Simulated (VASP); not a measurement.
Crystal: Ti.

```
CELL_PARAMETERS angstrom
0.00000 3.21951 3.21951
3.21951 0.00000 3.21951
3.21951 3.21951 0.00000
ATOMIC_POSITIONS crystal
Ti 0.00000 0.00000 0.00000
Ti 0.25000 0.25000 0.25000
```

* Program: VASP 6.6.1
* Task: relaxation of cell and atoms
* Functional: PBE
* Potentials or basis: VASP PAW PBE potentials, release 64 (Ti_sv)
* Cutoff: 600 eV
* k mesh: 11 × 11 × 11
* Occupations: fermi-dirac, width 0.05 eV
* Spin: no spin polarisation

At the start: pressure -6.0 GPa; volume 33.37 Å³/atom.

Q: Where does the relaxation end?

A: Over 6 steps the energy falls by 262.5 meV/atom and the volume is 22.95 Å³/atom (-31.2 %); space group Fd-3m (No. 227, to 0.05 Å).

Step by step:
```csv
step,energy change (eV),largest force (eV/Å),pressure (GPa),volume (Å³)
1,0.0000,0.0000,-5.95,66.74
2,-0.3686,0.0000,-4.29,55.46
3,-0.5214,0.0000,-0.89,47.08
4,-0.5244,0.0000,0.40,45.39
5,-0.5249,0.0000,-0.04,45.90
6,-0.5249,0.0000,-0.03,45.90
```

Final structure:
```
Ti
1.0
     0.00000    2.84179    2.84179
     2.84179    0.00000    2.84179
     2.84179    2.84179    0.00000
Ti
2
Direct
  0.00000 0.00000 0.00000
  0.25000 0.25000 0.25000
```

Caveat: the volume moved by over 15 % at a fixed basis, so the end points are rough.
